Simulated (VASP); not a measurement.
# HfSiO4 (I4_1/amd) in VASP: single point with PBE

Aim: the single point of HfSiO4 with PBE.

All numbers are computed with VASP 6.6.1; they aren't measurements. Logs are shortened: lines on timing, memory, paths and dates and some standing lists are left out, and cuts for length are marked.

## 1. The cell of the first run

The structure is tetragonal, space group I4_1/amd (No. 141). Conventional cell: a = 6.645 Å, b = 6.645 Å, c = 6.015 Å, α = 90.00°, β = 90.00°, γ = 90.00°. Hf (site symmetry -4m2) has 8 O at 2.14 to 2.28 Å within 2.8 Å. Si (site symmetry -4m2) has 4 O at 1.64 Å within 2.2 Å. Within 2.2 Å of O (site symmetry m) lie 1 Si at 1.64 Å and 1 Hf at 2.14 Å.

## 2. Single point, PBE

INCAR

```
SYSTEM = HfSiO4
ALGO = Normal
EDIFF = 1E-7
ENCUT = 520
GGA = PE
ISIF = 2
ISMEAR = 0
LASPH = .True.
LCHARG = .False.
LREAL = .False.
LWAVE = .False.
NBANDS = 50
NELM = 80
PREC = Accurate
SIGMA = 0.02
```

KPOINTS

```
k-points
0
Gamma
  6 6 6
  0 0 0
```

POSCAR

```
HfSiO4
1.0
   -3.3224525180      3.3224525180      3.0074739819
    3.3224525180     -3.3224525180      3.0074739819
    3.3224525180      3.3224525180     -3.0074739819
Hf Si O
2 2 8
Direct
    0.0000000000      0.0000000000      0.0000000000
    0.7500000000      0.2500000000      0.5000000000
    0.2500000000      0.7500000000      0.5000000000
    0.5000000000      0.5000000000      0.0000000000
    0.1347298301      0.3189388944      0.8157909357
    0.0689388944      0.7531479587      0.6842090643
    0.0689388944      0.3847298301      0.3157909357
    0.5031479587      0.3189388944      0.1842090643
    0.6810611056      0.4968520413      0.8157909357
    0.6152701699      0.9310611056      0.6842090643
    0.2468520413      0.9310611056      0.3157909357
    0.6810611056      0.8652701699      0.1842090643
```

Potentials or basis: VASP PAW PBE potentials, release 64 (Hf_pv, Si, O).

On the command line:

```bash
$ cat potpaw_PBE.64/Hf_pv/POTCAR potpaw_PBE.64/Si/POTCAR potpaw_PBE.64/O/POTCAR > POTCAR
$ mpirun -np 1 vasp_std > vasp.out
```

OUTCAR:

```text
SYSTEM = HfSiO4
   EDIFF = 1E-7
   ENCUT = 520
   GGA = PE
   ISIF = 2
   ISMEAR = 0
   LASPH = .True.
   LREAL = .False.
   NELM = 80
   PREC = Accurate

 ion  position               nearest neighbor table
   1  0.000  0.000  0.000-   6 2.14   7 2.14  10 2.14  11 2.14   8 2.28   9 2.28  12 2.28   5 2.28
                             4 3.01   4 3.01   2 3.65   2 3.65   2 3.65   2 3.65
   2  0.750  0.250  0.500-   5 2.14   8 2.14   9 2.14  12 2.14   6 2.28  11 2.28   7 2.28  10 2.28
                             3 3.01   3 3.01   1 3.65   1 3.65   1 3.65   1 3.65
   3  0.250  0.750  0.500-   6 1.64   7 1.64  10 1.64  11 1.64   2 3.01   2 3.01
   4  0.500  0.500  0.000-   5 1.64   8 1.64   9 1.64  12 1.64   1 3.01   1 3.01
   5  0.135  0.319  0.816-   4 1.64   2 2.14   1 2.28
   6  0.069  0.753  0.684-   3 1.64   1 2.14   2 2.28
   7  0.069  0.385  0.316-   3 1.64   1 2.14   2 2.28
   8  0.503  0.319  0.184-   4 1.64   2 2.14   1 2.28
   9  0.681  0.497  0.816-   4 1.64   2 2.14   1 2.28
  10  0.615  0.931  0.684-   3 1.64   1 2.14   2 2.28
  11  0.247  0.931  0.316-   3 1.64   1 2.14   2 2.28
  12  0.681  0.865  0.184-   4 1.64   2 2.14   1 2.28

  LATTYP: Found a body centered tetragonal cell.
 ALAT       =     6.6449050360
 C/A-ratio  =     0.9051969789

  Lattice vectors:

 A1 = (  -3.3224525180,   3.3224525180,   3.0074739819)
 A2 = (   3.3224525180,  -3.3224525180,   3.0074739819)
 A3 = (   3.3224525180,   3.3224525180,  -3.0074739819)

Analysis of symmetry for initial positions (statically):
=====================================================================
 Subroutine PRICEL returns:
 Original cell was already a primitive cell.

 Routine SETGRP: Setting up the symmetry group for a
 body centered tetragonal supercell.

 Subroutine GETGRP returns: Found 16 space group operations
 (whereof  8 operations were pure point group operations)
 out of a pool of 16 trial point group operations.

The static configuration has the point symmetry D_2d.
 The point group associated with its full space group is D_4h.

Analysis of symmetry for dynamics (positions and initial velocities):
=====================================================================
 Subroutine PRICEL returns:
 Original cell was already a primitive cell.

 Routine SETGRP: Setting up the symmetry group for a
 body centered tetragonal supercell.

 Subroutine GETGRP returns: Found 16 space group operations
 (whereof  8 operations were pure point group operations)
 out of a pool of 16 trial point group operations.

The dynamic configuration has the point symmetry D_2d.
 The point group associated with its full space group is D_4h.

 Subroutine INISYM returns: Found 16 space group operations
 (whereof  8 operations are pure point group operations),
 and found     1 'primitive' translations

----------------------------------------------------------------------------------------

                                     Primitive cell

  volume of cell :     132.7943

  direct lattice vectors                    reciprocal lattice vectors
    -3.322452518  3.322452518  3.007473982     0.000000000  0.150491240  0.166252477
     3.322452518 -3.322452518  3.007473982     0.150491240  0.000000000  0.166252477
     3.322452518  3.322452518 -3.007473982     0.150491240  0.150491240  0.000000000

  length of vectors
     5.578734733  5.578734733  5.578734733     0.224248745  0.224248745  0.212826753

  position of ions in fractional coordinates (direct lattice)
     0.000000000  0.000000000  0.000000000
     0.750000000  0.250000000  0.500000000
     0.250000000  0.750000000  0.500000000
     0.500000000  0.500000000  0.000000000
     0.134729830  0.318938894  0.815790936
     0.068938894  0.753147959  0.684209064
     0.068938894  0.384729830  0.315790936
     0.503147959  0.318938894  0.184209064
     0.681061106  0.496852041  0.815790936
     0.615270170  0.931061106  0.684209064
     0.246852041  0.931061106  0.315790936
     0.681061106  0.865270170  0.184209064

  ion indices of the primitive-cell ions
   primitive index   ion index
                 1           1
                 2           2
                 3           3
                 4           4
                 5           5
                 6           6
                 7           7
                 8           8
                 9           9
                10          10
                11          11
                12          12

----------------------------------------------------------------------------------------

 KPOINTS: k-points

Automatic generation of k-mesh.
 Grid dimensions read from file:
 generate k-points for:    6    6    6

 Generating k-lattice:

  Cartesian coordinates                     Fractional coordinates (reciprocal lattice)
     0.000000000  0.025081873  0.027708746     0.166666667 -0.000000000  0.000000000
     0.025081873  0.000000000  0.027708746    -0.000000000  0.166666667  0.000000000
     0.025081873  0.025081873  0.000000000     0.000000000  0.000000000  0.166666667

  Length of vectors
     0.037374791  0.037374791  0.035471125

  Shift w.r.t. Gamma in fractional coordinates (k-lattice)
     0.000000000  0.000000000  0.000000000

 Subroutine IBZKPT returns following result:
 ===========================================

 Found     30 irreducible k-points:

 Following reciprocal coordinates:
            Coordinates               Weight
  0.000000  0.000000  0.000000      1.000000
  0.166667  0.000000 -0.000000      8.000000
  0.333333  0.000000  0.000000      8.000000
  0.500000  0.000000 -0.000000      4.000000
  0.166667  0.166667 -0.000000      8.000000
  0.333333  0.166667 -0.000000     16.000000
[... 16 lines left out ...]
 -0.333333 -0.333333  0.166667      8.000000
 -0.166667 -0.333333  0.166667      8.000000
 [... further k-points ...]
   k-points           NKPTS =     30   k-points in BZ     NKDIM =     30   number of bands    NBANDS=     50
   number of dos      NEDOS =    301   number of ions     NIONS =     12
   total plane-waves  NPLWV =  74088
   dimension x,y,z NGX =    42 NGY =   42 NGZ =   42
   dimension x,y,z NGXF=    84 NGYF=   84 NGZF=   84
   ions per type =               2   2   8
   NGX,Y,Z   is equivalent  to a cutoff of  12.52, 12.52, 12.52 a.u.
   NGXF,Y,Z  is equivalent  to a cutoff of  25.03, 25.03, 25.03 a.u.
 SYSTEM =  HfSiO4
   PREC   = accura    normal or accurate (medium, high low for compatibility)
   ISTART =      0    job   : 0-new  1-cont  2-samecut
   ICHARG =      2    charge: 1-file 2-atom 10-const
   ISPIN  =      1    spin polarized calculation?
   LNONCOLLINEAR =      F non collinear calculations
   LSORBIT =      F    spin-orbit coupling
   LASPH  =      T    aspherical Exc in radial PAW
   ENCUT  =  520.0 eV  38.22 Ry    6.18 a.u.  10.37 10.37 10.37*2*pi/ulx,y,z
   NELM   =     80;   NELMIN=  2; NELMDL= -5     # of ELM steps
   EDIFF  = 0.1E-06   stopping-criterion for ELM
   LREAL  =      F    real-space projection
   EDIFFG = 0.1E-05   stopping-criterion for IOM
   NSW    =      0    number of steps for IOM
   IBRION =     -1    ionic relax: 0-MD 1-quasi-New 2-CG
   NFREE  =      0    steps in history (QN), initial steepest desc. (CG)
   ISIF   =      2    stress and relaxation
   ISYM   =      2    0-nonsym 1-usesym 2-fastsym
   POTIM  = 0.5000    time-step for ionic-motion
   TEBEG  =    0.0;   TEEND  =   0.0 temperature during run
   PSTRESS=    0.0 pullay stress
   NELECT =      76.0000    total number of electrons
   NUPDOWN=      -1.0000    fix difference up-down
   EMIN   =  10.00;   EMAX   =-10.00  energy-range for DOS
   EFERMI =   0.00;   METHOD = LEGACY
   ISMEAR =     0;   SIGMA  =   0.02  broadening in eV -4-tet -1-fermi 0-gaus
   EFERMI_NEDOS =   21; number of points for ismear=-14 and -15
   IALGO  =     38    algorithm
   IMIX   =      4    mixing-type and parameters
     AMIX     =   0.40;   BMIX     =  1.00
     AMIX_MAG =   1.60;   BMIX_MAG =  1.00
  volume/ion in A,a.u.               =      11.07        74.68
  Fermi-wavevector in a.u.,A,eV,Ry     =   1.359209  2.568532 25.136068  1.847449
  Thomas-Fermi vector in A             =   2.485976
   LORBIT       =      0    0 simple, 1 ext, 2 COOP (PROOUT), +10 PAW based schemes
   GGA     = PE    functional components
   LHFCALC =     F    Hartree Fock is set to
   AEXX    =    0.0000 exact exchange contribution
   IVDW    =     0    specifies the selected vdW correction
   LEPSILON=     F    determine dielectric tensor
   LRPA    =     F    only Hartree local field effects (RPA)
 non-spin polarized calculation
 Gauss-broadening in eV      SIGMA  =   0.02
  energy-cutoff  :      520.00
  volume of cell :      132.79
 maximum number of plane-waves:      3595
 NGX is ok and might be reduce to    42
   NGX = 21   NGY = 21   NGZ = 21

 number of electron      76.0000017 magnetization

 Free energy of the ion-electron system (eV)
  ---------------------------------------------------
  ext. energy  EPLUGINS =         0.00000000
  ---------------------------------------------------
  free energy    TOTEN  =      -108.65824686 eV

  energy without entropy =     -108.65824686  energy(sigma->0) =     -108.65824686

 E-fermi :   3.1507     XC(G=0): -10.9393

 val. band max:        3.0562741627   @ k =   0.0000   0.0000   0.0000
 cond. band min:       8.3267318642   @ k =   0.3333   0.3333   0.1667
 fundamental gap:      5.2704577016
 Fermi energy:         3.1506857429

 k-point     1 :       0.0000    0.0000    0.0000
  band No.  band energies     occupation
      1     -26.4093      2.00000
      2     -26.4093      2.00000
      3     -26.3490      2.00000
      4     -26.3400      2.00000
      5     -26.2544      2.00000
      6     -26.2544      2.00000
[... 42 lines left out ...]
     49      12.0412      0.00000
     50      12.6434      0.00000
[... 1217 lines left out ...]
     49      11.6122      0.00000
     50      12.5279      0.00000

 [... further k-points ...]

------------------------ aborting loop because EDIFF is reached ----------------------------------------

  FORCE on cell =-STRESS in cart. coord.  units (eV):
  Direction    XX          YY          ZZ          XY          YZ          ZX
  --------------------------------------------------------------------------------------
  -------------------------------------------------------------------------------------
  Total       -1.4042636     -1.4042636     -1.1642973      0.0000000      0.0000000      0.0000000
  in kB      -16.9425888    -16.9425888    -14.0473705      0.0000000      0.0000000      0.0000000
  external PRESSURE =     -15.9775160 kB  Pullay stress =       0.0000000 kB

 VOLUME and BASIS-vectors are now :
 -----------------------------------------------------------------------------
  energy-cutoff  :      520.00
  volume of cell :      132.79
      direct lattice vectors                 reciprocal lattice vectors
    -3.322452518  3.322452518  3.007473982     0.000000000  0.150491240  0.166252477
     3.322452518 -3.322452518  3.007473982     0.150491240  0.000000000  0.166252477
     3.322452518  3.322452518 -3.007473982     0.150491240  0.150491240  0.000000000

 POSITION                                       TOTAL-FORCE (eV/Angst)
 -----------------------------------------------------------------------------------
      0.00000      0.00000      0.00000         0.000000     -0.000000     -0.000000
      0.00000      3.32245      1.50374         0.000000     -0.000000      0.000000
      3.32245      0.00000      1.50374         0.000000     -0.000000     -0.000000
      0.00000      0.00000      3.00747         0.000000     -0.000000     -0.000000
      3.32245      2.09840     -1.08907         0.000000     -0.125705     -0.132695
      4.54650      0.00000      0.41466         0.125705     -0.000000     -0.132695
      2.09840      0.00000      0.41466        -0.125705     -0.000000     -0.132695
      0.00000      1.22405      1.91840         0.000000      0.125705     -0.132695
      2.09840      3.32245      1.08907        -0.125705     -0.000000      0.132695
      3.32245      1.22405      2.59281         0.000000      0.125705      0.132695
      3.32245     -1.22405      2.59281         0.000000     -0.125705      0.132695
      1.22405     -0.00000      4.09655         0.125705     -0.000000      0.132695
 -----------------------------------------------------------------------------------
    total drift:                                0.000000      0.000000     -0.000000

  FREE ENERGIE OF THE ION-ELECTRON SYSTEM (eV)
  ---------------------------------------------------
  free  energy   TOTEN  =      -108.6582468639 eV

  energy  without entropy=     -108.6582468639  energy(sigma->0) =     -108.65824686
```

Run time: 4.2 min. Hardware: 1 thread of Intel Xeon Platinum 8375C at 2.90GHz (Ice Lake), shared host; peak memory 0.34 GiB.

What came out:

```
Free energy            : -108.6582 eV
Pressure               : -1.6 GPa
Largest force          : 0.183 eV/Å
Band gap on the k mesh : 5.27 eV, indirect (least direct gap 5.60 eV)
```

Forces in eV/Å, atoms in the order of the input:
```
Hf   0.000  0.000  0.000
Hf   0.000  0.000  0.000
Si   0.000  0.000  0.000
Si   0.000  0.000  0.000
O    0.000 -0.126 -0.133
O    0.126  0.000 -0.133
O   -0.126  0.000 -0.133
O    0.000  0.126 -0.133
O   -0.126  0.000  0.133
O    0.000  0.126  0.133
O    0.000 -0.126  0.133
O    0.126  0.000  0.133
```

Stress tensor (GPa, compression positive):
```
-1.69  0.00  0.00
 0.00 -1.69  0.00
 0.00  0.00 -1.40
```

Caveat: spin-orbit coupling is left out, which moves the levels of the heavy elements.
